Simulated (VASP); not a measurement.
# Sb4C3 (F-43m) in VASP: a series of runs

The runs below take Sb4C3 through single point, relaxation of cell and atoms, with PBE.

All numbers are computed with VASP 6.6.1; they aren't measurements. Logs are shortened: lines on timing, memory, paths and dates and some standing lists are left out, and cuts for length are marked.

### 1 The cell of the first run

The structure is cubic, space group F-43m (No. 216). The conventional cell has a = 10.189 Å, b = 10.189 Å, c = 10.189 Å, α = 90.00°, β = 90.00°, γ = 90.00°. Within 2.9 Å of Sb (site symmetry 3m) lie 2 C at 2.19 to 2.22 Å. Within 2.9 Å of C (site symmetry -43m) lie 4 Sb at 2.19 Å. Within 5.5 Å of C (site symmetry -43m) lie 12 Sb at 4.22 Å and 10 C at 4.41 to 5.09 Å. C (site symmetry -43m) has 4 Sb at 2.22 Å within 2.9 Å.

The cell was generated, and may not be a known phase.

### 2 Single point, PBE

The input, INCAR:

```
SYSTEM = Sb4C3
PREC = Accurate
ENCUT = 520
EDIFF = 1E-6
ISMEAR = 0
SIGMA = 0.1
LREAL = .FALSE.
LASPH = .TRUE.
NELM = 100
ALGO = Normal
ISIF = 2
LWAVE = .FALSE.
LCHARG = .FALSE.
GGA = PE
NBANDS = 25
```

The input, KPOINTS:

```
regular mesh
0
G
  6 6 6
  0 0 0
```

The input, POSCAR:

```
Sb4C3
1.0
    0.0000000000      5.0946242317      5.0946242317
    5.0946242317      0.0000000000      5.0946242317
    5.0946242317      5.0946242317      0.0000000000
Sb C
4 3
Direct
    0.8760119230      0.3719642309      0.8760119230
    0.8760119230      0.8760119230      0.8760119230
    0.3719642309      0.8760119230      0.8760119230
    0.8760119230      0.8760119230      0.3719642309
    0.0000000000      0.0000000000      0.0000000000
    0.2500000000      0.2500000000      0.2500000000
    0.7500000000      0.7500000000      0.7500000000
```

Potentials or basis: VASP PAW PBE potentials, release 64 (Sb, C).

Command:

```bash
> cat potpaw_PBE.64/Sb/POTCAR potpaw_PBE.64/C/POTCAR > POTCAR
> mpirun -np 1 vasp_std > vasp.out
```

OUTCAR:

```text
SYSTEM = Sb4C3
   PREC = Accurate
   ENCUT = 520
   EDIFF = 1E-6
   ISMEAR = 0
   LREAL = .FALSE.
   LASPH = .TRUE.
   NELM = 100
   ISIF = 2
   GGA = PE

 ion  position               nearest neighbor table
   1  0.876  0.372  0.876-   5 2.19   7 2.22   4 3.57   2 3.57   3 3.57   4 3.63   2 3.63   3 3.63

   2  0.876  0.876  0.876-   5 2.19   7 2.22   4 3.57   1 3.57   3 3.57   4 3.63   1 3.63   3 3.63

   3  0.372  0.876  0.876-   5 2.19   7 2.22   4 3.57   1 3.57   2 3.57   1 3.63   2 3.63   4 3.63

   4  0.876  0.876  0.372-   5 2.19   7 2.22   3 3.57   1 3.57   2 3.57   2 3.63   1 3.63   3 3.63

   5  0.000  0.000  0.000-   1 2.19   3 2.19   4 2.19   2 2.19
   6  0.250  0.250  0.250-
   7  0.750  0.750  0.750-   2 2.22   1 2.22   3 2.22   4 2.22

  LATTYP: Found a face centered cubic cell.
 ALAT       =    10.1892484634

  Lattice vectors:

 A1 = (   0.0000000000,   5.0946242317,   5.0946242317)
 A2 = (   5.0946242317,   0.0000000000,   5.0946242317)
 A3 = (   5.0946242317,   5.0946242317,   0.0000000000)

Analysis of symmetry for initial positions (statically):
=====================================================================
 Subroutine PRICEL returns:
 Original cell was already a primitive cell.

 Routine SETGRP: Setting up the symmetry group for a
 face centered cubic supercell.

 Subroutine GETGRP returns: Found 24 space group operations
 (whereof 24 operations were pure point group operations)
 out of a pool of 48 trial point group operations.

The static configuration has the point symmetry T_d .

Analysis of symmetry for dynamics (positions and initial velocities):
=====================================================================
 Subroutine PRICEL returns:
 Original cell was already a primitive cell.

 Routine SETGRP: Setting up the symmetry group for a
 face centered cubic supercell.

 Subroutine GETGRP returns: Found 24 space group operations
 (whereof 24 operations were pure point group operations)
 out of a pool of 48 trial point group operations.

The dynamic configuration has the point symmetry T_d .

 Subroutine INISYM returns: Found 24 space group operations
 (whereof 24 operations are pure point group operations),
 and found     1 'primitive' translations

----------------------------------------------------------------------------------------

                                     Primitive cell

  volume of cell :     264.4639

  direct lattice vectors                    reciprocal lattice vectors
     0.000000000  5.094624232  5.094624232    -0.098142665  0.098142665  0.098142665
     5.094624232  0.000000000  5.094624232     0.098142665 -0.098142665  0.098142665
     5.094624232  5.094624232  0.000000000     0.098142665  0.098142665 -0.098142665

  length of vectors
     7.204886684  7.204886684  7.204886684     0.169988082  0.169988082  0.169988082

  position of ions in fractional coordinates (direct lattice)
     0.876011923  0.371964231  0.876011923
     0.876011923  0.876011923  0.876011923
     0.371964231  0.876011923  0.876011923
     0.876011923  0.876011923  0.371964231
     0.000000000  0.000000000  0.000000000
     0.250000000  0.250000000  0.250000000
     0.750000000  0.750000000  0.750000000

  ion indices of the primitive-cell ions
   primitive index   ion index
                 1           1
                 2           2
                 3           3
                 4           4
                 5           5
                 6           6
                 7           7

----------------------------------------------------------------------------------------

 KPOINTS: regular mesh

Automatic generation of k-mesh.
 Grid dimensions read from file:
 generate k-points for:    6    6    6

 Generating k-lattice:

  Cartesian coordinates                     Fractional coordinates (reciprocal lattice)
    -0.016357111  0.016357111  0.016357111     0.166666667  0.000000000  0.000000000
     0.016357111 -0.016357111  0.016357111     0.000000000  0.166666667  0.000000000
     0.016357111  0.016357111 -0.016357111     0.000000000  0.000000000  0.166666667

  Length of vectors
     0.028331347  0.028331347  0.028331347

  Shift w.r.t. Gamma in fractional coordinates (k-lattice)
     0.000000000  0.000000000  0.000000000

 Subroutine IBZKPT returns following result:
 ===========================================

 Found     16 irreducible k-points:

 Following reciprocal coordinates:
            Coordinates               Weight
  0.000000  0.000000  0.000000      1.000000
  0.166667  0.000000  0.000000      8.000000
  0.333333  0.000000  0.000000      8.000000
  0.500000  0.000000  0.000000      4.000000
  0.166667  0.166667  0.000000      6.000000
  0.333333  0.166667  0.000000     24.000000
[... 8 lines left out ...]
 -0.333333  0.333333  0.166667     24.000000
 -0.333333  0.500000  0.166667     12.000000
   k-points           NKPTS =     16   k-points in BZ     NKDIM =     16   number of bands    NBANDS=     25
   number of dos      NEDOS =    301   number of ions     NIONS =      7
   total plane-waves  NPLWV = 157464
   dimension x,y,z NGX =    54 NGY =   54 NGZ =   54
   dimension x,y,z NGXF=   108 NGYF=  108 NGZF=  108
   ions per type =               4   3
   NGX,Y,Z   is equivalent  to a cutoff of  12.46, 12.46, 12.46 a.u.
   NGXF,Y,Z  is equivalent  to a cutoff of  24.92, 24.92, 24.92 a.u.
 SYSTEM =  Sb4C3
   PREC   = accura    normal or accurate (medium, high low for compatibility)
   ISTART =      0    job   : 0-new  1-cont  2-samecut
   ICHARG =      2    charge: 1-file 2-atom 10-const
   ISPIN  =      1    spin polarized calculation?
   LNONCOLLINEAR =      F non collinear calculations
   LSORBIT =      F    spin-orbit coupling
   LASPH  =      T    aspherical Exc in radial PAW
   ENCUT  =  520.0 eV  38.22 Ry    6.18 a.u.  13.40 13.40 13.40*2*pi/ulx,y,z
   NELM   =    100;   NELMIN=  2; NELMDL= -5     # of ELM steps
   EDIFF  = 0.1E-05   stopping-criterion for ELM
   LREAL  =      F    real-space projection
   EDIFFG = 0.1E-04   stopping-criterion for IOM
   NSW    =      0    number of steps for IOM
   IBRION =     -1    ionic relax: 0-MD 1-quasi-New 2-CG
   NFREE  =      0    steps in history (QN), initial steepest desc. (CG)
   ISIF   =      2    stress and relaxation
   ISYM   =      2    0-nonsym 1-usesym 2-fastsym
   POTIM  = 0.5000    time-step for ionic-motion
   TEBEG  =    0.0;   TEEND  =   0.0 temperature during run
   PSTRESS=    0.0 pullay stress
   NELECT =      32.0000    total number of electrons
   NUPDOWN=      -1.0000    fix difference up-down
   EMIN   =  10.00;   EMAX   =-10.00  energy-range for DOS
   EFERMI =   0.00;   METHOD = LEGACY
   ISMEAR =     0;   SIGMA  =   0.10  broadening in eV -4-tet -1-fermi 0-gaus
   EFERMI_NEDOS =   21; number of points for ismear=-14 and -15
   IALGO  =     38    algorithm
   IMIX   =      4    mixing-type and parameters
     AMIX     =   0.40;   BMIX     =  1.00
     AMIX_MAG =   1.60;   BMIX_MAG =  1.00
  volume/ion in A,a.u.               =      37.78       254.96
  Fermi-wavevector in a.u.,A,eV,Ry     =   0.809722  1.530153  8.920659  0.655650
  Thomas-Fermi vector in A             =   1.918765
   LORBIT       =      0    0 simple, 1 ext, 2 COOP (PROOUT), +10 PAW based schemes
   GGA     = PE    functional components
   LHFCALC =     F    Hartree Fock is set to
   AEXX    =    0.0000 exact exchange contribution
   IVDW    =     0    specifies the selected vdW correction
   LEPSILON=     F    determine dielectric tensor
   LRPA    =     F    only Hartree local field effects (RPA)
 non-spin polarized calculation
 Gauss-broadening in eV      SIGMA  =   0.10
  energy-cutoff  :      520.00
  volume of cell :      264.46
 maximum number of plane-waves:      7157
 NGX is ok and might be reduce to    54
   NGX = 27   NGY = 27   NGZ = 27

 number of electron      31.9999999 magnetization

 Free energy of the ion-electron system (eV)
  ---------------------------------------------------
  ext. energy  EPLUGINS =         0.00000000
  ---------------------------------------------------
  free energy    TOTEN  =       -25.55228009 eV

  energy without entropy =      -25.49251132  energy(sigma->0) =      -25.52239571

 E-fermi :   1.4488     XC(G=0):  -7.0343

 val. band max:        1.4439099958   @ k =   0.3333   0.1667   0.0000
 cond. band min:       1.4493480867   @ k =  -0.3333   0.3333   0.0000
 fundamental gap:      0.0054380909
 Fermi energy:         1.4487559695

 k-point     1 :       0.0000    0.0000    0.0000
  band No.  band energies     occupation
      1     -11.9986      2.00000
      2     -10.5473      2.00000
      3      -7.5970      2.00000
      4      -7.5970      2.00000
      5      -7.5970      2.00000
      6      -6.8920      2.00000
[... 17 lines left out ...]
     24       3.4155      0.00000
     25       5.7954      0.00000

 k-point     2 :       0.1667    0.0000    0.0000
  band No.  band energies     occupation
      1     -11.9511      2.00000
      2     -10.6637      2.00000
      3      -7.6088      2.00000
      4      -7.6088      2.00000
      5      -7.4313      2.00000
      6      -6.8936      2.00000
[... 17 lines left out ...]
     24       3.4219      0.00000
     25       6.0704      0.00000

 k-point     3 :       0.3333    0.0000    0.0000
  band No.  band energies     occupation
      1     -11.8312      2.00000
      2     -10.9059      2.00000
      3      -7.6319      2.00000
      4      -7.6319      2.00000
      5      -7.1140      2.00000
      6      -6.8491      2.00000
[... 328 lines left out ...]
 k-point    15 :      -0.3333    0.3333    0.1667
  band No.  band energies     occupation
      1     -11.6198      2.00000
      2     -11.2223      2.00000
      3      -7.7081      2.00000
      4      -7.6748      2.00000
      5      -6.8844      2.00000
      6      -6.3767      2.00000
[... 17 lines left out ...]
     24       3.3420      0.00000
     25       6.4309      0.00000

 k-point    16 :      -0.3333    0.5000    0.1667
  band No.  band energies     occupation
      1     -11.5405      2.00000
      2     -11.3178      2.00000
      3      -7.7050      2.00000
      4      -7.6939      2.00000
      5      -6.8878      2.00000
      6      -5.9980      2.00000
[... 17 lines left out ...]
     24       3.3415      0.00000
     25       6.6462      0.00000

------------------------ aborting loop because EDIFF is reached ----------------------------------------

  FORCE on cell =-STRESS in cart. coord.  units (eV):
  Direction    XX          YY          ZZ          XY          YZ          ZX
  --------------------------------------------------------------------------------------
  -------------------------------------------------------------------------------------
  Total        0.1753857      0.1753857      0.1753857      0.0000000      0.0000000      0.0000000
  in kB        1.0625226      1.0625226      1.0625226      0.0000000      0.0000000      0.0000000
  external PRESSURE =       1.0625226 kB  Pullay stress =       0.0000000 kB

 VOLUME and BASIS-vectors are now :
 -----------------------------------------------------------------------------
  energy-cutoff  :      520.00
  volume of cell :      264.46
      direct lattice vectors                 reciprocal lattice vectors
     0.000000000  5.094624232  5.094624232    -0.098142665  0.098142665  0.098142665
     5.094624232  0.000000000  5.094624232     0.098142665 -0.098142665  0.098142665
     5.094624232  5.094624232  0.000000000     0.098142665  0.098142665 -0.098142665

 POSITION                                       TOTAL-FORCE (eV/Angst)
 -----------------------------------------------------------------------------------
      6.35797      8.92590      6.35797         0.004821     -0.004821      0.004821
      8.92590      8.92590      8.92590        -0.004821     -0.004821     -0.004821
      8.92590      6.35797      6.35797        -0.004821      0.004821      0.004821
      6.35797      6.35797      8.92590         0.004821      0.004821     -0.004821
      0.00000      0.00000      0.00000        -0.000000     -0.000000     -0.000000
      2.54731      2.54731      2.54731        -0.000000     -0.000000     -0.000000
      7.64194      7.64194      7.64194        -0.000000     -0.000000     -0.000000
 -----------------------------------------------------------------------------------
    total drift:                                0.000000      0.000000      0.000000

  FREE ENERGIE OF THE ION-ELECTRON SYSTEM (eV)
  ---------------------------------------------------
  free  energy   TOTEN  =       -25.5522800876 eV

  energy  without entropy=      -25.4925113227  energy(sigma->0) =      -25.52239571
```

Wall time 4.2 min (1 thread of Intel Xeon Platinum 8259CL at 2.50GHz (Skylake/Cascade Lake), shared host); peak memory 0.44 GiB.

What came out:

```
Free energy            : -25.5523 eV
Pressure               : 0.1 GPa
Largest force          : 0.008 eV/Å
Band gap on the k mesh : zero (bands 16 and 17 overlap by 0.52 eV)
```

Forces on the atoms (eV/Å):
```
Sb   0.005 -0.005  0.005
Sb  -0.005 -0.005 -0.005
Sb  -0.005  0.005  0.005
Sb   0.005  0.005 -0.005
C    0.000  0.000  0.000
C    0.000  0.000  0.000
C    0.000  0.000  0.000
```

Levels at points of the mesh, in eV from the Fermi level:
| k point | band 14 | band 15 | band 16 | band 17 | band 18 | band 19 |
| --- | --- | --- | --- | --- | --- | --- |
| (0.00, 0.00, 0.00) | -0.46 | -0.46 | 0.41 | 0.41 | 0.41 | 0.81 |
| (0.50, 0.00, 0.00) | -0.94 | -0.94 | 0.05 | 0.36 | 0.36 | 0.85 |
| (0.50, 0.50, 0.00) | -0.68 | -0.19 | -0.19 | -0.11 | 0.04 | 0.04 |

Caveat: spin-orbit coupling is left out, which moves the levels of the heavy elements.

### 3 Relaxation of cell and atoms, PBE

This run uses another cell than the first one, of 37.60 Å³/atom.

The input, INCAR:

```
SYSTEM = Sb4C3
  PREC = Accurate
  ENCUT = 600
  EDIFF = 1E-6
  ISMEAR = 0
  SIGMA = 0.1
  LREAL = .False.
  LASPH = .True.
  NELM = 100
  ALGO = Normal
  ISIF = 3
  LWAVE = .False.
  LCHARG = .False.
  GGA = PE
  IBRION = 2
  NSW = 100
  EDIFFG = -0.01
```

The input, KPOINTS:

```
regular mesh
0
Gamma
  6 6 6
  0 0 0
```

The input, POSCAR:

```
Sb4C3
1.0
    0.0000000000      5.0864622461      5.0864622461
    5.0864622461      0.0000000000      5.0864622461
    5.0864622461      5.0864622461      0.0000000000
Sb C
4 3
Direct
    0.8759848825      0.3720453524      0.8759848825
    0.8759848825      0.8759848825      0.8759848825
    0.3720453524      0.8759848825      0.8759848825
    0.8759848825      0.8759848825      0.3720453524
    0.0000000000      0.0000000000      0.0000000000
    0.2500000000      0.2500000000      0.2500000000
    0.7500000000      0.7500000000      0.7500000000
```

Potentials or basis: VASP PAW PBE potentials, release 64 (Sb, C).

Command:

```bash
> cat potpaw_PBE.64/Sb/POTCAR potpaw_PBE.64/C/POTCAR > POTCAR
> mpirun -np 1 vasp_std > vasp.out
```

Wall time 6.3 min (1 thread of Intel Xeon Platinum 8259CL at 2.50GHz (Skylake/Cascade Lake), shared host); peak memory 0.57 GiB.

It converged, with:

```
Free energy                           : -25.5536 eV
Relaxed volume                        : 37.91 Å³/atom
Relaxed cell                          : a = 7.213 Å, b = 7.213 Å, c = 7.213 Å, α = 60.00°, β = 60.00°, γ = 60.00°
Space group after relaxing (to 0.1 Å) : F-43m (No. 216)
Energy gained by relaxing             : 0.2 meV/atom
Ionic steps                           : 2
Pressure after relaxing               : 0.0 GPa
Band gap on the k mesh                : zero (bands 16 and 17 overlap by 0.52 eV)
```

Forces in eV/Å, atoms in the order of the input:
```
Sb  -0.002  0.002 -0.002
Sb   0.002  0.002  0.002
Sb   0.002 -0.002 -0.002
Sb  -0.002 -0.002  0.002
C    0.000  0.000  0.000
C    0.000  0.000  0.000
C    0.000  0.000  0.000
```

The path:
```
step  energy change (eV)  largest force (eV/Å)  pressure (GPa)  volume (Å³)
   1              0.0000                0.0039            0.24       263.19
   2             -0.0015                0.0028           -0.01       265.34
```

Final structure:
```cif
data_structure
_symmetry_space_group_name_H-M 'P 1'
_symmetry_Int_Tables_number 1
_cell_length_a 7.2128
_cell_length_b 7.2128
_cell_length_c 7.2128
_cell_angle_alpha 60.000
_cell_angle_beta 60.000
_cell_angle_gamma 60.000
_cell_volume 265.34
loop_
_atom_site_label
_atom_site_type_symbol
_atom_site_fract_x
_atom_site_fract_y
_atom_site_fract_z
_atom_site_occupancy
Sb1 Sb 0.87597 0.37208 0.87597 1
Sb2 Sb 0.87597 0.87597 0.87597 1
Sb3 Sb 0.37208 0.87597 0.87597 1
Sb4 Sb 0.87597 0.87597 0.37208 1
C1 C 0.00000 0.00000 0.00000 1
C2 C 0.25000 0.25000 0.25000 1
C3 C 0.75000 0.75000 0.75000 1
```

Levels at points of the mesh, in eV from the Fermi level:
```tsv
k point	band 14	band 15	band 16	band 17	band 18	band 19
(0.00, 0.00, 0.00)	-0.46	-0.46	0.41	0.41	0.41	0.81
(0.50, 0.00, 0.00)	-0.94	-0.94	0.05	0.36	0.36	0.85
(0.50, 0.50, 0.00)	-0.68	-0.19	-0.18	-0.11	0.04	0.04
```

Caveat: spin-orbit coupling is left out, which moves the levels of the heavy elements.
